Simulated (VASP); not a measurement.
Crystal: TlSnH3.

```
Tl Sn H
1.0
     0.00000    4.31151    4.31151
     4.31151    0.00000    4.31151
     4.31151    4.31151    0.00000
Tl Sn H
2 2 6
Cartesian
  0.0000 0.0000 0.0000
  2.1558 2.1558 2.1558
  6.4673 6.4673 6.4673
  4.3115 4.3115 4.3115
  8.5916 6.4673 6.4673
  4.3429 6.4673 6.4673
  6.4673 8.5916 6.4673
  6.4673 4.3429 6.4673
  6.4673 6.4673 8.5916
  6.4673 6.4673 4.3429
```

The cell was generated, and may not be a known phase.

- Program: VASP 6.6.1
- Task: relaxation of cell and atoms
- Functional: PBE
- Potentials or basis: VASP PAW PBE potentials, release 64 (Tl_d, Sn_d, H)
- Cutoff: 600 eV
- k mesh: 4 × 4 × 4
- Occupations: gaussian, width 0.1 eV
- Spin: no spin polarisation

At the start: pressure -1.4 GPa; volume 16.03 Å³/atom.

Problem. Where does the relaxation end?

Solution. Over 11 steps the energy falls by 31.9 meV/atom and the volume is 16.30 Å³/atom (+1.7 %); space group F-43m (No. 216, to 0.1 Å) before and after.

The path:
```
step  energy change (eV)  largest force (eV/Å)  pressure (GPa)  volume (Å³)
   1              0.0000                0.4010           -1.42       160.29
   2             -0.0668                0.3808           -0.68       157.03
   3             -0.1448                0.2363            1.99       147.51
   4             -0.1940                0.1608            2.08       148.44
   5             -0.2409                0.0643            2.41       150.32
   6             -0.3070                0.0288            0.59       157.81
   7             -0.3132                0.0861           -0.26       162.13
   8             -0.3136                0.0736           -0.06       161.17
   9             -0.3136                0.0764           -0.10       161.39
  10             -0.3160                0.0586           -0.06       161.78
  11             -0.3193                0.0023            0.03       162.95
```

Final structure:
```yaml
crystal:
  lattice:
    - [0.00000, 4.33522, 4.33522]
    - [4.33522, 0.00000, 4.33522]
    - [4.33522, 4.33522, 0.00000]
  atoms:
    - { symbol: Tl, position: [0.00000, 0.00000, 0.00000] }
    - { symbol: Tl, position: [0.25000, 0.25000, 0.25000] }
    - { symbol: Sn, position: [0.75000, 0.75000, 0.75000] }
    - { symbol: Sn, position: [0.50000, 0.50000, 0.50000] }
    - { symbol: H, position: [0.52829, 0.97171, 0.97171] }
    - { symbol: H, position: [0.97171, 0.52829, 0.52829] }
    - { symbol: H, position: [0.97171, 0.52829, 0.97171] }
    - { symbol: H, position: [0.52829, 0.97171, 0.52829] }
    - { symbol: H, position: [0.97171, 0.97171, 0.52829] }
    - { symbol: H, position: [0.52829, 0.52829, 0.97171] }
```
